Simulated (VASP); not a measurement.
Here is a VASP 6.6.1 calculation.

File POSCAR:

```
Sb
1.0
    0.0000000000      2.3712425216      2.3712425216
    2.3712425216      0.0000000000      2.3712425216
    2.3712425216      2.3712425216      0.0000000000
Sb
1
Direct
    0.0000000000      0.0000000000      0.0000000000
```

File INCAR.step1:

```
PREC = Accurate ; ENCUT = 520
EDIFF = 1E-5 ; ISMEAR = -1
SIGMA = 0.05 ; LREAL = F
LASPH = T ; NELM = 100
ALGO = Normal ; ISIF = 2
LWAVE = T ; LCHARG = F
NBANDS = 8 ; GGA = PE
```

The input INCAR.step2:

```
PREC = Accurate ; ENCUT = 520
EDIFF = 1E-7 ; ISMEAR = -1
SIGMA = 0.05 ; LREAL = F
LASPH = T ; NELM = 100
ALGO = Normal ; ISIF = 2
LWAVE = F ; LCHARG = F
GGA = PE ; LHFCALC = T
AEXX = 0.2 ; HFSCREEN = 0.2
PRECFOCK = Normal ; NBANDS = 8
ISTART = 1
```

The input KPOINTS:

```
Automatic mesh
0
Gamma
  5 5 5
```

Potentials or basis: VASP PAW PBE potentials, release 64 (Sb).

Launch:

```console
$ cat potpaw_PBE.64/Sb/POTCAR > POTCAR
$ cp INCAR.step1 INCAR
$ mpirun -np 1 vasp_std > vasp.out
$ cp INCAR.step2 INCAR
$ mpirun -np 1 vasp_std > vasp.out
```

Question: What does it give for the pressure?

Answer: -0.6 GPa.

Caveat: the k points lie up to 0.46 Å⁻¹ apart; the PAW data sets were made with another functional, which shifts forces and pressure a little.
